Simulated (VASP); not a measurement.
Write the native input for VASP 6.6.1 that does the following.

```yaml
Task: single point
Functional: PBE
Dispersion: D3(BJ)
Potentials_or_basis: VASP PAW PBE potentials, release 64 (O, H, C)
Cutoff: 520 eV
k_mesh: 1 × 1 × 1
Occupations: fermi-dirac, width 0.02 eV
Spin: no spin polarisation
Dipole_correction: no
Further_INCAR_settings: LREAL = Auto; ALGO = Normal; EDIFF = 1e-06; NBANDS = 39
```

The structure of H10CO6 lies in POSCAR:

```
H10CO6
1.0
    5.2704420000      0.0000000000      0.0000000000
    0.0000000000      5.2704420000      0.0000000000
    0.0000000000      0.0000000000      5.2704420000
O H C
6 10 1
Direct
    0.6510649391      0.1040899416      0.1223996014
    0.9444938394      0.3890186060      0.8065737181
    0.2006473081      0.1929439694      0.4164166876
    0.1479003089      0.8796036461     -0.0742632212
    0.4886117711      0.6576678009      0.6049397754
    0.8341994846      0.6207449015      0.3522095490
    0.4615172693      0.0938441216      0.1295527017
    0.6933574072      0.2469622092      0.2093752289
    0.7893076140      0.2990451275      0.8597191659
    1.0476920152      0.2881921478      0.6796014452
    0.2183498082      0.0034532208      0.4610808733
    0.1173525864      0.2113864454      0.2659928712
    0.0806004506      0.7170556094     -0.0499199118
    0.0223510666      0.9889872614     -0.0201311389
    0.4323925773      0.5121392096      0.5046256083
    0.7675637072      0.9236606721      0.5669543465
    0.7190099047      0.7277378254      0.5180590167
```

These files were run (other wordings do the same):

INCAR

```
PREC     = Accurate       # precision mode
ENCUT    = 520            # plane-wave cutoff, eV
EDIFF    = 1E-6           # SCF threshold, eV
ISMEAR   = -1             # smearing method
SIGMA    = 0.02           # smearing width, eV
LREAL    = Auto         
LASPH    = T              # aspherical terms in the spheres
NELM     = 100            # most SCF steps
ALGO     = Normal         # electronic algorithm
ISIF     = 2              # what is computed and relaxed
LWAVE    = F              # write WAVECAR
LCHARG   = F              # write CHGCAR
GGA      = PE             # functional
IVDW     = 12             # dispersion correction
NBANDS   = 39             # bands
```

KPOINTS

```
Automatic mesh
0
Gamma
  1 1 1
```

Potentials or basis: VASP PAW PBE potentials, release 64 (O, H, C).

The run is started by

```bash
$ cat potpaw_PBE.64/O/POTCAR potpaw_PBE.64/H/POTCAR potpaw_PBE.64/C/POTCAR > POTCAR
$ mpirun -np 1 vasp_gam > vasp.out
```

Results of the run:

The pressure is 4.4 GPa, the largest force is 5.269 eV/Å and the band gap on the k mesh is 5.07 eV. The dispersion energy per atom is -0.048 eV.

Caveat: the k points lie up to 1.19 Å⁻¹ apart.

Wall time 16 s on 1 thread of AMD EPYC 9R45 (Zen 5), on a shared host, peak memory 0.2 GiB.
